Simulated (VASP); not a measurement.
**Be: single point with PBE**

Crystal: Be.

```
Be
1.0
     7.09176    0.00000    0.00000
    -3.54588    6.14165    0.00000
     0.00000    0.00000    7.40853
Be
36
Cartesian
  0.0346 -0.1528 0.1216
  -0.2712 1.0124 1.9545
  -0.2104 0.0256 3.6731
  0.0077 1.5803 5.4587
  -1.3257 1.8505 0.2290
  -0.9101 3.3598 1.6661
  -1.1294 2.1498 3.7949
  -1.1261 3.5584 5.4945
  -2.1710 4.2083 0.0145
  -2.0385 5.3056 1.8864
  -2.0688 4.0464 3.7451
  -2.2518 5.8024 5.4942
  2.2344 0.1194 0.2788
  2.3890 1.7312 1.8723
  2.6459 0.1181 3.5162
  2.3332 1.6596 5.6562
  1.0218 2.3077 0.1324
  1.0176 3.5936 1.7045
  1.2180 1.8401 3.7052
  1.1255 3.5462 5.4762
  -0.0278 4.3304 0.1208
  -0.0685 5.6145 1.8615
  -0.0483 3.8634 3.6365
  0.1258 5.4077 5.5091
  4.8470 -0.1158 -0.0591
  4.4284 1.4155 1.8148
  4.6708 0.4736 3.5430
  4.8415 1.2690 5.4705
  3.5736 2.2873 -0.1973
  3.6711 3.4183 1.9175
  3.6662 2.2410 3.8412
  3.5814 3.7074 5.4582
  2.3386 3.9240 -0.0382
  2.1984 5.6253 1.8040
  2.1998 4.0751 3.4265
  2.5185 5.4080 5.5039
```

```
Program                : VASP 6.6.1
Task                   : single point
Functional             : PBE
Potentials or basis    : VASP PAW PBE potentials, release 64 (Be)
Cutoff                 : 520 eV
k mesh                 : 2 × 2 × 2
Occupations            : fermi-dirac, width 0.17 eV
Spin                   : no spin polarisation
Dipole correction      : no
Further INCAR settings : LREAL = Auto; ALGO = Normal; EDIFF = 1e-06; NBANDS = 60
```

- Pressure: -6.0 GPa
- Largest force: 3.213 eV/Å
- Band gap on the k mesh: zero (bands 36 and 37 overlap by 0.61 eV)

Forces on the atoms (eV/Å):
```
Be  -0.037  0.304 -0.336
Be   1.304  2.875 -0.598
Be   0.747 -0.389  0.663
Be   0.196 -0.713  1.005
Be   0.689  0.400 -1.431
Be  -1.855 -0.549  1.229
Be  -0.425 -0.502 -0.767
Be  -0.039 -0.379  0.846
Be  -0.969 -0.240 -0.171
Be  -1.881  0.114  0.505
Be  -1.444  1.058 -0.964
Be  -0.349 -0.751 -0.006
Be   0.575  0.809 -1.804
Be  -0.454 -0.371 -0.109
Be  -1.345  0.393  1.494
Be   0.034 -0.483 -0.362
Be  -0.491 -1.328 -0.725
Be   1.933  0.203  1.186
Be  -0.321  0.540 -0.019
Be   0.471 -0.419  0.079
Be   0.239 -0.264 -1.431
Be   1.707 -0.743 -0.429
Be   1.139  1.161  0.078
Be  -0.369  0.674 -0.283
Be  -0.510  0.505 -0.254
Be   0.962  0.266 -0.591
Be   1.136 -2.211  0.579
Be  -0.259  0.398  0.860
Be   0.787 -1.141  1.316
Be   0.420  0.970 -0.686
Be  -0.724 -0.120 -0.789
Be   0.354 -0.832  0.239
Be   0.235  1.404 -0.064
Be  -0.644 -1.823  0.224
Be   0.341  0.114  1.260
Be  -1.153  1.067  0.255
```

Stress tensor (GPa, compression positive):
```
 -1.61   0.42   0.54
  0.42  -4.36  -0.24
  0.54  -0.24 -11.98
```

Levels at points of the mesh, in eV from the Fermi level:
```csv
k point,band 32,band 33,band 34,band 35,band 36,band 37,band 38,band 39,band 40,band 41
"(0.00, 0.00, 0.00)",-0.44,-0.27,-0.17,0.02,0.20,0.26,0.35,0.40,0.55,0.67
"(0.50, 0.00, 0.00)",-0.75,-0.64,-0.49,-0.44,0.02,0.98,1.09,1.31,1.33,1.48
"(0.00, 0.50, 0.00)",-0.85,-0.72,-0.50,-0.40,-0.20,0.71,0.80,1.22,1.40,1.42
"(0.50, 0.50, 0.00)",-1.10,-0.60,-0.34,-0.27,-0.17,0.82,1.16,1.33,1.39,1.50
"(0.00, 0.00, 0.50)",-1.02,-0.95,-0.84,-0.73,-0.55,-0.41,-0.34,-0.24,-0.09,2.35
"(0.50, 0.00, 0.50)",-1.33,-1.20,-1.07,-0.89,-0.64,1.18,1.35,1.53,1.61,1.71
"(0.00, 0.50, 0.50)",-1.41,-1.15,-1.09,-0.97,-0.84,1.17,1.40,1.46,1.80,1.90
"(0.50, 0.50, 0.50)",-1.21,-1.11,-1.01,-0.89,-0.65,0.92,1.25,1.48,1.65,1.89
```

Wall time 7.4 min on 1 thread of Intel Xeon 8259CL, with other jobs on the host, peak memory 0.4 GiB.

Caveat: the k points lie up to 0.51 Å⁻¹ apart, too coarse for converged energies and pressures of a metal; forces of over 1 eV/Å act on the atoms, so gaps and moduli don't describe the material at rest.
